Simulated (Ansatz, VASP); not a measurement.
**NiO: VASP beside Ansatz**

The input POSCAR:

```
NiO
1.0
    2.1780704369      2.1780704369      0.0000000000
   -2.1780704369      2.1780704369      0.0000000000
    0.0000000000      0.0000000000      4.0839459755
Ni O
2 2
Direct
    0.0000000000      0.0000000000      0.0000000000
    0.5000000000      0.5000000000      0.5000000000
    0.5000000000      0.5000000000      0.0000000000
    0.0000000000      0.0000000000      0.5000000000
```

File INCAR.step1:

```
SYSTEM = NiO
ALGO = Normal
EDIFF = 1E-4
ENCUT = 520
GGA = PE
ISMEAR = 0
ISPIN = 2
LASPH = .True.
LCHARG = .False.
LMAXMIX = 4
LREAL = .False.
LWAVE = .True.
MAGMOM = 1.83 1.83 0.31 0.31
NBANDS = 28
NELM = 150
PREC = Accurate
SIGMA = 0.02
```

File INCAR.step2:

```
SYSTEM = NiO
ALGO = Normal
EDIFF = 1E-6
ENCUT = 520
ISIF = 2
ISMEAR = 0
ISPIN = 2
ISTART = 1
LASPH = .True.
LCHARG = .False.
LMAXMIX = 4
LMIXTAU = .True.
LORBIT = 11
LREAL = .False.
LWAVE = .False.
MAGMOM = 1.83 1.83 0.31 0.31
METAGGA = R2SCAN
NBANDS = 28
NELM = 150
PREC = Accurate
SIGMA = 0.02
```

KPOINTS

```
k-points
0
Gamma
  10 10 8
  0 0 0
```

Input for Ansatz:

```yaml
crystal:
  lattice:
    - [2.1780704369, 2.1780704369, 0.0]
    - [-2.1780704369, 2.1780704369, 0.0]
    - [0.0, 0.0, 4.0839459755]
  atoms:
    - { symbol: Ni, position: [0.0, 0.0, 0.0], spin: 1.83 }
    - { symbol: Ni, position: [0.5, 0.5, 0.5], spin: 1.83 }
    - { symbol: O, position: [0.5, 0.5, 0.0], spin: 0.31 }
    - { symbol: O, position: [0.0, 0.0, 0.5], spin: 0.31 }
basis:
  ecutwfc: 500
kpoints:
  mp_grid: { grid: [10, 10, 8] }
  band_path: { path: [VBM, CBM], npoints: 2 }
hamiltonian:
  xc: r2scan
scf:
  occupations: { method: gaussian, width: 0.02 }
output:
  forces: true
  stress: true
  eigenvalues: true
  populations: true
magnetization:
  spin_polarized: true
checkpoint:
  read: start.run
  write: ck
  compress: false
  write_wavefunctions: false
  write_every: 100000
```

Alike in both runs: task single point; functional r2SCAN; k mesh 10 × 10 × 8; occupations gaussian, width 0.02 eV; collinear spin.

|  | VASP | Ansatz |
| --- | --- | --- |
| version | VASP 6.6.1 | Ansatz 0.2.0 |
| potentials or method | VASP PAW PBE potentials, release 64 (Ni, O), cutoff 520 eV | scalar-relativistic, plane waves, PAW |
| valence electrons in the cell | 32 | 48 |

|  | VASP | Ansatz | Ansatz less VASP |
| --- | --- | --- | --- |
| gap on the k mesh at the Fermi level (eV) | 0.56 | 0.65 | +0.090 |
| least direct gap on the mesh (eV) | 1.45 | 1.54 | +0.082 |
| pressure (GPa) | -8.5 | -8.6 | -0.13 |
| traceless stress, the component that is largest in VASP (GPa) | 8.90 | 8.61 | -0.288 |
| net moment per atom (μB) | 1.00 | 1.00 | 0.000 |
| size of the moment on the site where the two differ most (μB) | 1.70 | 1.66 | -0.037 |

VASP's potentials were made for PBE, not for r2SCAN. Site moments also hang on the region over which each program counts them. VASP's potentials hold 32 valence electrons a cell and Ansatz's 48, so a difference there can come from the potentials and not from the codes. Ansatz's warnings: stability check not made.
